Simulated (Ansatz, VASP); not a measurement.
Na in VASP and in Ansatz

```
Na
1.0
     3.82542    0.00000    0.00000
    -1.91271    3.31291    0.00000
     0.00000    0.00000   12.43714
Na
4
Cartesian
  1.9127 3.3129 0.0000
  1.9127 3.3129 6.2186
  0.0000 2.2086 3.1093
  1.9127 1.1043 9.3279
```

Alike in both runs: functional revPBE; k mesh 10 × 10 × 3; occupations fermi-dirac, width 0.1 eV; no spin polarisation.

Ansatz relaxed the structure, and its values are those at the end. VASP's run is a single point on that final structure, the one shown.

|  | VASP | Ansatz |
| --- | --- | --- |
| version | VASP 6.6.1 | Ansatz 0.2.0 |
| potentials or method | VASP PAW PBE potentials, release 64 (Na_pv), cutoff 520 eV | plane waves (420 eV) with PAW, scalar-relativistic |
| valence electrons in the cell | 28 | 36 |

|  | VASP | Ansatz | Ansatz less VASP |
| --- | --- | --- | --- |
| pressure (GPa) | 0.0 | 0.0 | +0.01 |

VASP's potentials were made for PBE, not for revPBE. VASP's potentials hold 28 valence electrons a cell and Ansatz's 36, so a difference there can come from the potentials and not from the codes.
